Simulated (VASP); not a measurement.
Here is a VASP 6.6.1 calculation.

The input POSCAR:

```
Ge
1.0
    3.9975858400      0.0000000000      0.0000000000
   -1.9987929200      3.4620108900      0.0000000000
    0.0000000000      0.0000000000      6.5993779500
Ge
4
Direct
    0.6666666700      0.3333333300      0.0629012500
    0.3333333300      0.6666666700      0.5629012500
    0.6666666700      0.3333333300      0.4370987500
    0.3333333300      0.6666666700      0.9370987500
```

The input INCAR.step1:

```
SYSTEM = Ge
PREC = Accurate ; ENCUT = 600
ISMEAR = -1 ; SIGMA = 0.1
LREAL = .FALSE. ; LASPH = .TRUE.
NELM = 60 ; GGA = PE
ALGO = Normal ; EDIFF = 1E-4
LWAVE = .TRUE. ; LCHARG = .FALSE.
```

Contents of INCAR.step2:

```
SYSTEM = Ge
PREC = Accurate ; ENCUT = 600
EDIFF = 1E-7 ; ISMEAR = -1
SIGMA = 0.1 ; LREAL = .FALSE.
LASPH = .TRUE. ; NELM = 60
ALGO = Normal ; ISIF = 3
LWAVE = .FALSE. ; LCHARG = .FALSE.
METAGGA = R2SCAN ; LMIXTAU = .TRUE.
IBRION = 2 ; NSW = 80
EDIFFG = -0.01 ; ISTART = 1
```

KPOINTS

```
regular mesh
0
G
  6 6 3
  0 0 0
```

Potentials or basis: VASP PAW PBE potentials, release 64 (Ge_d).

The run is started by

```sh
$ cat potpaw_PBE.64/Ge_d/POTCAR > POTCAR
$ cp INCAR.step1 INCAR
$ mpirun -np 1 vasp_std > vasp.out
$ cp INCAR.step2 INCAR
$ mpirun -np 1 vasp_std > vasp.out
```

Q: Predict the band gap on the k mesh.

A: 0.06 eV.

Q: Predict the relaxed cell.

A: a = 3.999 Å, b = 3.999 Å, c = 6.597 Å, α = 90.00°, β = 90.00°, γ = 120.00°.

Q: What does it give for the relaxed volume?

A: 22.84 Å³/atom.

Q: Predict the space group after relaxing (to 0.1 Å).

A: P6_3/mmc (No. 194).

Stress tensor (GPa, compression positive):
```
 0.06  0.00  0.00
 0.00  0.06  0.00
 0.00  0.00 -0.05
```

Caveat: the PAW data sets were made with another functional, which shifts forces and pressure a little; an odd mesh through Γ misses points on the zone boundary, where band edges can lie.
